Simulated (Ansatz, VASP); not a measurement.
V in VASP and in Ansatz

Contents of INCAR:

```
PREC     = Accurate       # precision mode
ENCUT    = 520            # plane-wave cutoff, eV
EDIFF    = 1E-6           # SCF threshold, eV
ISMEAR   = 0              # smearing method
SIGMA    = 0.01           # smearing width, eV
LREAL    = False          # projectors in reciprocal space
LASPH    = True           # aspherical terms in the spheres
NELM     = 60             # most SCF steps
ALGO     = Normal         # electronic algorithm
ISIF     = 2              # what is computed and relaxed
LWAVE    = False          # write WAVECAR
LCHARG   = False          # write CHGCAR
GGA      = PE             # functional
NBANDS   = 12             # bands
```

Contents of KPOINTS:

```
regular mesh
0
Gamma
  15 15 15
```

POSCAR

```
V
1.0
   -1.4991761207      1.4991761207      1.4991761207
    1.4991761207     -1.4991761207      1.4991761207
    1.4991761207      1.4991761207     -1.4991761207
V
1
Direct
    0.0000000000      0.0000000000      0.0000000000
```

Input for Ansatz:

```yaml
crystal:
  lattice:
    - [-1.4991761207, 1.4991761207, 1.4991761207]
    - [1.4991761207, -1.4991761207, 1.4991761207]
    - [1.4991761207, 1.4991761207, -1.4991761207]
  atoms:
    - { symbol: V, position: [0.0, 0.0, 0.0] }
hamiltonian:
  xc: pbe
  pseudopotentials:
    kind: paw
    azcp:
      V: "pseudopotentials/V.paw.azcp"
basis:
  ecutwfc: 420
  fft_grid_basis: typed
kpoints:
  mp_grid: { grid: [15, 15, 15], shift: [0, 0, 0] }
magnetization:
  spin_polarized: false
scf:
  occupations: { method: gaussian, width: 0.01 }
  lower_state_search: "off"
output:
  stress: true
  write_density: true
  write_potential: true
  elf: true
  volumetric_format: npy
```

Alike in both runs: task single point; functional PBE; k mesh 15 × 15 × 15; occupations gaussian, width 0.01 eV; no spin polarisation.

```csv
,VASP,Ansatz
version,VASP 6.6.1,Ansatz 0.2.0
potentials or method,"VASP PAW PBE potentials, release 64 (V_sv), cutoff 520 eV","plane waves (420 eV) with PAW, scalar-relativistic"
valence electrons in the cell,13,13
```

```tsv
	VASP	Ansatz	Ansatz less VASP
pressure (GPa)	-0.3	-0.6	-0.25
```
